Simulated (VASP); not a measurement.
# PtS2 in VASP: further runs, part 2 of 2

VASP 6.6.1.

## (5) Single point, PBE+D3(BJ) (layers slid over each other)

Input file INCAR:

```
  PREC = Accurate
  ENCUT = 520
  EDIFF = 1E-6
  ISMEAR = 0
  SIGMA = 0.05
  LREAL = False
  LASPH = True
  NELM = 60
  ALGO = Normal
  ISIF = 2
  LWAVE = False
  LCHARG = False
  LDIPOL = True
  IDIPOL = 3
  DIPOL = 0.5 0.5 0.416
  GGA = PE
  IVDW = 12
  NBANDS = 31
```

Input file KPOINTS:

```
Automatic mesh
0
Gamma
  9 9 1
```

Input file POSCAR:

```
PtS2
1.0
    3.5415278079      0.0000000000      0.0000000000
   -1.7707639039      3.0670530498      0.0000000000
    0.0000000000      0.0000000000     22.4670615492
S Pt
4 2
Direct
    0.6666666667      0.3333333333      0.2002932155
    0.3333333333      0.6666666667      0.3108341854
    0.8333333333      0.6666666667      0.5218097057
    0.5000000000      1.0000000000      0.6323506756
    0.0000000000      0.0000000000      0.2555637004
    0.1666666667      0.3333333333      0.5770801906
```

Command:

```sh
$ cat potpaw_PBE.64/S/POTCAR potpaw_PBE.64/Pt/POTCAR > POTCAR
$ mpirun -np 1 vasp_std > vasp.out
```

Wall time 2.7 min (1 thread of AMD EPYC 9R45 (Zen 5), shared host); peak memory 0.39 GiB.

It converged, with:

- Free energy: -32.6616 eV
- Largest force: 0.043 eV/Å
- Band gap on the k mesh: 1.77 eV (least direct gap 1.84 eV)
- Dispersion energy per atom: -0.292 eV

Forces in eV/Å, atoms in the order of the input:
```
S    0.000  0.000  0.043
S    0.000  0.000 -0.002
S    0.000  0.000  0.002
S    0.000  0.000 -0.043
Pt   0.000  0.000  0.023
Pt   0.000  0.000 -0.023
```

Levels at points of the mesh, in eV from the valence-band top:
| k point | band 19 | band 20 | band 21 | band 22 | band 23 | band 24 | band 25 | band 26 |
| --- | --- | --- | --- | --- | --- | --- | --- | --- |
| (0.00, 0.00, 0.00) | -0.24 | -0.24 | -0.24 | -0.24 | 3.24 | 3.24 | 3.24 | 3.24 |

Caveat: the cell differs from its parent crystal (layers slid over each other); spin-orbit coupling is left out, which moves the levels of the heavy elements.

## (6) Single point, PBE+D3(BJ)

Input file INCAR:

```
SYSTEM = PtS2
  ALGO = Normal
  DIPOL = 0.5 0.5 0.376
  EDIFF = 1E-7
  ENCUT = 520
  GGA = PE
  IDIPOL = 3
  ISIF = 2
  ISMEAR = 0
  IVDW = 12
  LASPH = .True.
  LCHARG = .True.
  LDIPOL = .True.
  LELF = .True.
  LREAL = .False.
  LVACPOTAV = .True.
  LVHAR = .True.
  LWAVE = .False.
  NBANDS = 31
  NELM = 60
  PREC = Accurate
  SIGMA = 0.05
```

Input file KPOINTS:

```
k-points
0
Gamma
  9 9 1
  0 0 0
```

Input file POSCAR:

```
PtS2
1.0
    3.5415278079      0.0000000000      0.0000000000
   -1.7707639039      3.0670530498      0.0000000000
    0.0000000000      0.0000000000     22.4670615492
S Pt
4 2
Direct
    0.6666666667      0.3333333333      0.2002932155
    0.3333333333      0.6666666667      0.3108341854
    0.8333333333      0.6666666667      0.4416924195
    0.5000000000      1.0000000000      0.5522333894
    0.0000000000      0.0000000000      0.2555637004
    0.1666666667      0.3333333333      0.4969629044
```

Potentials or basis: VASP PAW PBE potentials, release 64 (S, Pt).

Command:

```sh
$ cat potpaw_PBE.64/S/POTCAR potpaw_PBE.64/Pt/POTCAR > POTCAR
$ mpirun -np 1 vasp_std > vasp.out
```

OUTCAR:

```text
SYSTEM = PtS2
   EDIFF = 1E-7
   ENCUT = 520
   GGA = PE
   ISIF = 2
   ISMEAR = 0
   IVDW = 12
   LASPH = .True.
   LREAL = .False.
   NELM = 60
   PREC = Accurate
 IVDW          = 12

 ion  position               nearest neighbor table
   1  0.667  0.333  0.200-   5 2.39   5 2.39   5 2.39
   2  0.333  0.667  0.311-   5 2.39   5 2.39   5 2.39
   3  0.833  0.667  0.442-   6 2.39   6 2.39   6 2.39
   4  0.500  0.000  0.552-   6 2.39   6 2.39   6 2.39
   5  0.000  0.000  0.256-   1 2.39   1 2.39   1 2.39   2 2.39   2 2.39   2 2.39
   6  0.167  0.333  0.497-   3 2.39   3 2.39   3 2.39   4 2.39   4 2.39   4 2.39

  LATTYP: Found a hexagonal cell.
[... 1029 lines left out ...]
  Total      -0.19069    -0.53529    -0.56030    -0.00000    -0.03889    -0.00000
  in kB      -1.25191    -3.51435    -3.67854    -0.00000    -0.25530    -0.00000
  external pressure =       -2.81 kB  Pullay stress =        0.00 kB

 VOLUME and BASIS-vectors are now :
 -----------------------------------------------------------------------------
  energy-cutoff  :      520.00
  volume of cell :      244.04
      direct lattice vectors                 reciprocal lattice vectors
     3.541527808  0.000000000  0.000000000     0.282364012  0.163022938  0.000000000
    -1.770763904  3.067053050  0.000000000     0.000000000  0.326045877  0.000000000
     0.000000000  0.000000000 22.467061549     0.000000000  0.000000000  0.044509603

 POSITION                                       TOTAL-FORCE (eV/Angst)
 -----------------------------------------------------------------------------------
      1.77076      1.02235      4.50000         0.000000      0.015798      0.022979
     -0.00000      2.04470      6.98353         0.000000      0.045516     -0.096418
      1.77076      2.04470      9.92353        -0.000000     -0.045516      0.096418
      1.77076      0.00000     12.40706        -0.000000     -0.015798     -0.022979
      0.00000      0.00000      5.74177        -0.000000     -0.040623      0.109421
      0.00000      1.02235     11.16530         0.000000      0.040623     -0.109421
 -----------------------------------------------------------------------------------
    total drift:                               -0.000000     -0.000000     -0.000215

  FREE ENERGIE OF THE ION-ELECTRON SYSTEM (eV)
  ---------------------------------------------------
  free  energy   TOTEN  =       -32.8382232424 eV

  energy  without entropy=      -32.8382232424  energy(sigma->0) =      -32.83822324

 vacuum level on the upper side and lower side of the slab         5.490         5.490
```

OSZICAR:

```text
N       E                     dE             d eps       ncg     rms          rms(c)
DAV:   1     0.310155954659E+03    0.31016E+03   -0.17962E+04  1550   0.116E+03
DAV:   2    -0.410673317435E+01   -0.31426E+03   -0.29691E+03  2055   0.229E+02
DAV:   3    -0.327456975332E+02   -0.28639E+02   -0.28024E+02  1837   0.735E+01
[... 12 lines left out ...]
DAV:  16    -0.308500960846E+02    0.73024E-05   -0.11864E-05  2142   0.169E-02    0.656E-02
DAV:  17    -0.308500951399E+02    0.94469E-06   -0.30843E-06  1845   0.799E-03    0.442E-02
DAV:  18    -0.308500950062E+02    0.13370E-06   -0.12822E-05  1851   0.136E-02    0.266E-03
DAV:  19    -0.308500955670E+02   -0.56086E-06   -0.39647E-07  1951   0.280E-03    0.384E-03
DAV:  20    -0.308500956487E+02   -0.81692E-07   -0.76104E-08  1237   0.124E-03
   1 F= -.32838223E+02 E0= -.32838223E+02  d E =-.522837E-15
```

stdout:

```text
POSCAR found type information on POSCAR S Pt
 POSCAR found :  2 types and       6 ions
 scaLAPACK will be used
 LDA part: xc-table for (Slater+PW92), standard interpolation
 POSCAR, INCAR and KPOINTS ok, starting setup
 FFT: planning ... GRIDC
 FFT: planning ... GRID_SOFT
 FFT: planning ... GRID
 WAVECAR not read
 entering main loop
 -----------------------------------------------------------------------------
|                                                                             |
|           W    W    AA    RRRRR   N    N  II  N    N   GGGG   !!!           |
|           W    W   A  A   R    R  NN   N  II  NN   N  G    G  !!!           |
|           W    W  A    A  R    R  N N  N  II  N N  N  G       !!!           |
|           W WW W  AAAAAA  RRRRR   N  N N  II  N  N N  G  GGG   !            |
|           WW  WW  A    A  R   R   N   NN  II  N   NN  G    G                |
|           W    W  A    A  R    R  N    N  II  N    N   GGGG   !!!           |
|                                                                             |
|     Did not find any points to average over, which means that no vacuum     |
|     field-free region was found. Please increase the size of  your cell     |
|     in the dimension of the dipole correction to obtain accurate            |
|     workfunction values.                                                    |
|                                                                             |
 -----------------------------------------------------------------------------
```

Wall time 2.7 min (1 thread of AMD EPYC 9R45 (Zen 5), shared host); peak memory 0.41 GiB.

Results:

* Free energy: -32.8382 eV
* Largest force: 0.117 eV/Å
* Band gap on the k mesh: 1.17 eV (least direct gap 1.30 eV)
* Dispersion energy per atom: -0.331 eV

Forces in eV/Å, atoms in the order of the input:
```
S    0.000  0.016  0.023
S    0.000  0.046 -0.096
S    0.000 -0.046  0.096
S    0.000 -0.016 -0.023
Pt   0.000 -0.041  0.109
Pt   0.000  0.041 -0.109
```

Caveat: spin-orbit coupling is left out, which moves the levels of the heavy elements.

## (7) Overview

| cell | gap on the mesh (eV) | largest force (eV/Å) |
| --- | --- | --- |
| as given, atomic positions A | 1.68 | 0.04 |
| as given, atomic positions B | 1.34 | 0.09 |
| as given, atomic positions C | 1.57 | 0.06 |
| as given, atomic positions D | 1.77 | 0.04 |
| as given, atomic positions E | 1.17 | 0.12 |

Alike in all rows: task single point; level PBE+D3(BJ); potentials or basis VASP PAW PBE potentials, release 64 (S, Pt); no spin polarisation; k mesh 9 × 9 × 1; cutoff (eV) 520; smearing gaussian 0.05 eV.

Caveats: spin-orbit coupling is left out, which moves the levels of the heavy elements.

Total energies depend on the potentials used, so only differences within one code and one set of settings carry meaning.
